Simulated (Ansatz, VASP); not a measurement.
# SiC in VASP and in Ansatz

```xyz
2
Lattice="0.0000 2.1561 2.1561 2.1561 0.0000 2.1561 2.1561 2.1561 0.0000" Properties=species:S:1:pos:R:3 pbc="T T T"
Si    0.0000    0.0000    0.0000
C     1.0780    1.0780    1.0780
```

Alike in both runs: task single point; functional r2SCAN; k mesh 8 × 8 × 8; no spin polarisation.

|  | VASP | Ansatz |
| --- | --- | --- |
| version | VASP 6.6.1 | Ansatz 0.2.0 |
| potentials or method | VASP PAW PBE potentials, release 64 (Si, C) | plane waves, PAW |
| plane-wave cutoff (eV) | 520 | 500 |
| occupations | gaussian, width 0.01 eV | fixed |
| valence electrons in the cell | 8 | 8 |

VASP gave:

- gap on the k mesh at the Fermi level (eV): 1.70
- pressure (GPa): 7.2

Question: Which values does Ansatz return?

Answer: gap on the k mesh at the Fermi level (eV): 1.69; pressure (GPa): 7.4.

VASP's potentials were made for PBE, not for r2SCAN.
